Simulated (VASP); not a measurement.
# Cu (Fm-3m) in VASP: a series of runs, part 2 of 2

VASP 6.6.1. Earlier steps stand in the parts before.

## Step 3: Single point, r2SCAN

Contents of POSCAR:

```
Cu
1.0
    0.0000000000      1.7881324402      1.7881324402
    1.7881324402      0.0000000000      1.7881324402
    1.7881324402      1.7881324402      0.0000000000
Cu
1
Direct
    0.0000000000      0.0000000000      0.0000000000
```

Contents of INCAR.step1:

```
SYSTEM = Cu
PREC = Accurate
ENCUT = 520
ISMEAR = -1
SIGMA = 0.1
LREAL = .False.
LASPH = .True.
NELM = 60
NBANDS = 12
GGA = PE
ALGO = Normal
EDIFF = 1E-4
LWAVE = .True.
LCHARG = .False.
```

Contents of INCAR.step2:

```
SYSTEM = Cu
PREC = Accurate
ENCUT = 520
EDIFF = 1E-7
ISMEAR = -1
SIGMA = 0.1
LREAL = .False.
LASPH = .True.
NELM = 60
ALGO = Normal
ISIF = 2
LWAVE = .False.
LCHARG = .False.
METAGGA = R2SCAN
LMIXTAU = .True.
NBANDS = 12
ISTART = 1
```

Contents of KPOINTS:

```
regular mesh
0
Gamma
  12 12 12
  0 0 0
```

Potentials or basis: VASP PAW PBE potentials, release 64 (Cu).

Started as:

```sh
> cat potpaw_PBE.64/Cu/POTCAR > POTCAR
> cp INCAR.step1 INCAR
> mpirun -np 1 vasp_std > vasp.out
> cp INCAR.step2 INCAR
> mpirun -np 1 vasp_std > vasp.out
```

OUTCAR:

```text
SYSTEM = Cu
   PREC = Accurate
   ENCUT = 520
   EDIFF = 1E-7
   ISMEAR = -1
   LREAL = .False.
   LASPH = .True.
   NELM = 60
   ISIF = 2
   METAGGA = R2SCAN
   ISTART = 1

 ion  position               nearest neighbor table
   1  0.000  0.000  0.000-

  LATTYP: Found a face centered cubic cell.
 ALAT       =     3.5762648804

  Lattice vectors:

 A1 = (   0.0000000000,   1.7881324402,   1.7881324402)
 A2 = (   1.7881324402,   0.0000000000,   1.7881324402)
 A3 = (   1.7881324402,   1.7881324402,   0.0000000000)
[... 528 lines left out ...]
      3       4.7132      2.00000
      4       4.8138      2.00000
      5       5.9290      2.00000
      6       8.8279      0.00004
      7      12.5221      0.00000
      8      23.5035      0.00000
      9      28.2936      0.00000
     10      29.7931      0.00000
     11      38.8004      0.00000
     12      39.5598      0.00000

 [... further k-points ...]
[... 5 lines left out ...]
  --------------------------------------------------------------------------------------
  -------------------------------------------------------------------------------------
  Total        0.0485213      0.0485213      0.0485213      0.0000000      0.0000000      0.0000000
  in kB        6.7985096      6.7985096      6.7985096      0.0000000      0.0000000      0.0000000
  external PRESSURE =       6.7985096 kB  Pullay stress =       0.0000000 kB

 VOLUME and BASIS-vectors are now :
 -----------------------------------------------------------------------------
  energy-cutoff  :      520.00
  volume of cell :       11.43
      direct lattice vectors                 reciprocal lattice vectors
     0.000000000  1.788132440  1.788132440    -0.279621346  0.279621346  0.279621346
     1.788132440  0.000000000  1.788132440     0.279621346 -0.279621346  0.279621346
     1.788132440  1.788132440  0.000000000     0.279621346  0.279621346 -0.279621346

 POSITION                                       TOTAL-FORCE (eV/Angst)
 -----------------------------------------------------------------------------------
      0.00000      0.00000      0.00000        -0.000000      0.000000      0.000000
 -----------------------------------------------------------------------------------
    total drift:                                0.000000      0.000000      0.000000

  FREE ENERGIE OF THE ION-ELECTRON SYSTEM (eV)
  ---------------------------------------------------
  free  energy   TOTEN  =       -10.8282805715 eV

  energy  without entropy=      -10.8173115969  energy(sigma->0) =      -10.82279608
```

It took 31 s on 1 thread of Intel Xeon Platinum 8488C (Sapphire Rapids), shared host; peak memory 0.13 GiB.

Results:

* Free energy: -10.8283 eV
* Pressure: 0.7 GPa

Levels at points of the mesh, in eV from the Fermi level:
```
           k point  band 3  band 4  band 5  band 6  band 7  band 8  band 9  band 10
(0.00, 0.00, 0.00)   -3.18   -3.18   -2.33   -2.33   23.71   27.00   27.00    27.00
(0.50, 0.00, 0.00)   -3.23   -1.71   -1.71   -1.08    4.20   22.20   23.73    23.73
(0.50, 0.50, 0.00)   -1.74   -1.55   -1.55    1.63    7.72   14.09   14.09    18.52
```

Caveat: the PAW data sets were made with another functional, which shifts forces and pressure a little.

## Step 4: Single point, r2SCAN

POSCAR is that of step 3.

Contents of INCAR.step1:

```
SYSTEM = Cu
PREC = Accurate
ENCUT = 520
ISMEAR = -1
SIGMA = 0.1
LREAL = .FALSE.
LASPH = .TRUE.
NELM = 100
NBANDS = 12
GGA = PE
ALGO = Normal
EDIFF = 1E-4
LWAVE = .TRUE.
LCHARG = .FALSE.
```

Contents of INCAR.step2:

```
SYSTEM = Cu
PREC = Accurate
ENCUT = 520
EDIFF = 1E-6
ISMEAR = -1
SIGMA = 0.1
LREAL = .FALSE.
LASPH = .TRUE.
NELM = 100
ALGO = Normal
ISIF = 2
LWAVE = .FALSE.
LCHARG = .TRUE.
METAGGA = R2SCAN
LMIXTAU = .TRUE.
LELF = .TRUE.
LVHAR = .TRUE.
NBANDS = 12
ISTART = 1
```

Contents of KPOINTS:

```
regular mesh
0
G
  15 15 15
  0 0 0
```

Started as:

```sh
> cat potpaw_PBE.64/Cu/POTCAR > POTCAR
> cp INCAR.step1 INCAR
> mpirun -np 1 vasp_std > vasp.out
> cp INCAR.step2 INCAR
> mpirun -np 1 vasp_std > vasp.out
```

It took 49 s on 1 thread of Intel Xeon Platinum 8488C (Sapphire Rapids), shared host; peak memory 0.13 GiB.

The run converged. Its results:

| Item | Value |
| --- | --- |
| Free energy | -10.8305 eV |
| Pressure | 0.5 GPa |

Levels at points of the mesh, in eV from the Fermi level:
```tsv
k point	band 3	band 4	band 5	band 6	band 7	band 8	band 9	band 10
(0.00, 0.00, 0.00)	-3.33	-3.33	-2.47	-2.47	23.57	26.86	26.86	26.86
```

Caveat: the PAW data sets were made with another functional, which shifts forces and pressure a little.

## Step 5: Single point, r2SCAN

POSCAR is that of step 4.

Contents of INCAR.step1:

```
ALGO     = Normal         # electronic algorithm
EDIFF    = 1E-4           # SCF threshold, eV
ENCUT    = 520            # plane-wave cutoff, eV
GGA      = PE             # functional
ISMEAR   = -1             # smearing method
LASPH    = True           # aspherical terms in the spheres
LCHARG   = False          # write CHGCAR
LREAL    = False          # projectors in reciprocal space
LWAVE    = True           # write WAVECAR
NBANDS   = 12             # bands
NELM     = 60             # most SCF steps
PREC     = Accurate       # precision mode
SIGMA    = 0.1            # smearing width, eV
```

Contents of INCAR.step2:

```
ALGO     = Normal         # electronic algorithm
EDIFF    = 1E-6           # SCF threshold, eV
ENCUT    = 520            # plane-wave cutoff, eV
ISIF     = 2              # what is computed and relaxed
ISMEAR   = -1             # smearing method
ISTART   = 1            
LASPH    = True           # aspherical terms in the spheres
LCHARG   = False          # write CHGCAR
LMIXTAU  = True         
LREAL    = False          # projectors in reciprocal space
LWAVE    = False          # write WAVECAR
METAGGA  = R2SCAN         # meta-GGA
NBANDS   = 12             # bands
NELM     = 60             # most SCF steps
PREC     = Accurate       # precision mode
SIGMA    = 0.1            # smearing width, eV
```

Contents of KPOINTS:

```
k-points
0
Gamma
  15 15 15
```

Started as:

```sh
> cat potpaw_PBE.64/Cu/POTCAR > POTCAR
> cp INCAR.step1 INCAR
> mpirun -np 1 vasp_std > vasp.out
> cp INCAR.step2 INCAR
> mpirun -np 1 vasp_std > vasp.out
```

Run time: 41 s. Hardware: 1 thread of Intel Xeon Platinum 8488C (Sapphire Rapids), shared host; peak memory 0.14 GiB.

Results (log left out):

```
Free energy : -10.8305 eV
Pressure    : 0.5 GPa
```

Levels at points of the mesh, in eV from the Fermi level:
```
           k point  band 2  band 3  band 4  band 5  band 6  band 7  band 8  band 9  band 10  band 11
(0.00, 0.00, 0.00)   -3.33   -3.33   -3.33   -2.47   -2.47   23.57   26.86   26.86    26.86    29.28
```

Caveat: the PAW data sets were made with another functional, which shifts forces and pressure a little.

## Step 6: Single point, r2SCAN

POSCAR is that of step 5.

Contents of INCAR.step1:

```
SYSTEM = Cu
  PREC = Accurate
  ENCUT = 520
  ISMEAR = -1
  SIGMA = 0.01
  LREAL = .False.
  LASPH = .True.
  NELM = 80
  NBANDS = 12
  GGA = PE
  ALGO = Normal
  EDIFF = 1E-4
  LWAVE = .True.
  LCHARG = .False.
```

Contents of INCAR.step2:

```
SYSTEM = Cu
  PREC = Accurate
  ENCUT = 520
  EDIFF = 1E-6
  ISMEAR = -1
  SIGMA = 0.01
  LREAL = .False.
  LASPH = .True.
  NELM = 80
  ALGO = Normal
  ISIF = 2
  LWAVE = .False.
  LCHARG = .True.
  METAGGA = R2SCAN
  LMIXTAU = .True.
  LELF = .True.
  LVHAR = .True.
  NBANDS = 12
  ISTART = 1
```

Contents of KPOINTS:

```
Automatic mesh
0
Gamma
  15 15 15
  0 0 0
```

Potentials or basis: VASP PAW PBE potentials, release 64 (Cu).

Started as:

```sh
> cat potpaw_PBE.64/Cu/POTCAR > POTCAR
> cp INCAR.step1 INCAR
> mpirun -np 1 vasp_std > vasp.out
> cp INCAR.step2 INCAR
> mpirun -np 1 vasp_std > vasp.out
```

Wall time 46 s (1 thread of Intel Xeon Platinum 8488C (Sapphire Rapids), shared host); peak memory 0.13 GiB.

Results (log left out):

| Quantity | Value |
| --- | --- |
| Free energy | -10.8252 eV |
| Pressure | 0.3 GPa |

Levels at points of the mesh, in eV from the Fermi level:
| k point | band 2 | band 3 | band 4 | band 5 | band 6 | band 7 | band 8 | band 9 | band 10 | band 11 |
| --- | --- | --- | --- | --- | --- | --- | --- | --- | --- | --- |
| (0.00, 0.00, 0.00) | -3.34 | -3.34 | -3.34 | -2.48 | -2.48 | 23.57 | 26.86 | 26.86 | 26.86 | 29.27 |

Caveat: the PAW data sets were made with another functional, which shifts forces and pressure a little.

## Step 7: The runs side by side

| k mesh | smearing | gap on the mesh (eV) | pressure (GPa) |
| --- | --- | --- | --- |
| 9 × 9 × 9 | fermi-dirac 0.1 eV | none | 0.5 |
| 12 × 12 × 12 | fermi-dirac 0.1 eV | none | 0.7 |
| 15 × 15 × 15 | fermi-dirac 0.1 eV | none | 0.5 |
| 15 × 15 × 15 | fermi-dirac 0.01 eV | none | 0.3 |

Alike in all rows: task single point; level r2SCAN; potentials or basis VASP PAW PBE potentials, release 64 (Cu); no spin polarisation; cell as given; cutoff (eV) 520.

Every run on the cell as given and a fine mesh finds a metal.

Caveats: the PAW data sets were made with another functional, which shifts forces and pressure a little.

Absolute energies hang on the potentials; compare differences alone.
